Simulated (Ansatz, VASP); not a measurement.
**Li: VASP beside Ansatz**

Contents of POSCAR:

```
Li
1.0
    0.0000000000      2.2458706556      2.2458706556
    2.2458706556      0.0000000000      2.2458706556
    2.2458706556      2.2458706556      0.0000000000
Li
1
Direct
    0.0000000000      0.0000000000      0.0000000000
```

INCAR.step1

```
SYSTEM = Li
PREC     = Accurate       ! precision mode
ENCUT    = 830            ! plane-wave cutoff, eV
ISMEAR   = -1             ! smearing method
SIGMA    = 0.1            ! smearing width, eV
LREAL    = .FALSE.        ! projectors in reciprocal space
LASPH    = .TRUE.         ! aspherical terms in the spheres
NELM     = 120            ! most SCF steps
NBANDS   = 8              ! bands
GGA      = PE             ! functional
ALGO     = Normal         ! electronic algorithm
EDIFF    = 1E-5           ! SCF threshold, eV
LWAVE    = .TRUE.         ! write WAVECAR
LCHARG   = .FALSE.        ! write CHGCAR
GGA_COMPAT= .FALSE.
```

The input INCAR.step2:

```
SYSTEM = Li
PREC     = Accurate       ! precision mode
ENCUT    = 830            ! plane-wave cutoff, eV
EDIFF    = 1E-6           ! SCF threshold, eV
ISMEAR   = -1             ! smearing method
SIGMA    = 0.1            ! smearing width, eV
LREAL    = .FALSE.        ! projectors in reciprocal space
LASPH    = .TRUE.         ! aspherical terms in the spheres
NELM     = 120            ! most SCF steps
ALGO     = Normal         ! electronic algorithm
ISIF     = 2              ! what is computed and relaxed
LWAVE    = .FALSE.        ! write WAVECAR
LCHARG   = .FALSE.        ! write CHGCAR
METAGGA  = R2SCAN         ! meta-GGA
LMIXTAU  = .TRUE.       
NBANDS   = 8              ! bands
ISTART   = 1            
GGA_COMPAT= .FALSE.
```

File KPOINTS:

```
Automatic mesh
0
G
  14 14 14
  0 0 0
```

Input for Ansatz:

```yaml
crystal:
  lattice:
    - [0.0, 2.2458706556, 2.2458706556]
    - [2.2458706556, 0.0, 2.2458706556]
    - [2.2458706556, 2.2458706556, 0.0]
  atoms:
    - { symbol: Li, position: [0.0, 0.0, 0.0] }
hamiltonian:
  xc: r2scan
  pseudopotentials:
    kind: paw
    azcp:
      Li: "pseudopotentials/Li.paw.azcp"
basis:
  ecutwfc: 500
  fft_grid_basis: typed
kpoints:
  mp_grid: { grid: [14, 14, 14], shift: [0, 0, 0] }
magnetization:
  spin_polarized: false
scf:
  occupations: { method: fermi_dirac, width: 0.1 }
  lower_state_search: "off"
output:
  stress: true
```

Alike in both runs: task single point; functional r2SCAN; k mesh 14 × 14 × 14; occupations fermi-dirac, width 0.1 eV; no spin polarisation.

|  | VASP | Ansatz |
| --- | --- | --- |
| version | VASP 6.6.1 | Ansatz 0.2.0 |
| potentials or method | VASP PAW PBE potentials, release 64 (Li_sv), cutoff 830 eV | plane waves (500 eV) with PAW, scalar-relativistic |
| valence electrons in the cell | 3 | 3 |

```tsv
	VASP	Ansatz	Ansatz less VASP
pressure (GPa)	-1.0	-0.9	+0.14
```

VASP's potentials were made for PBE, not for r2SCAN.
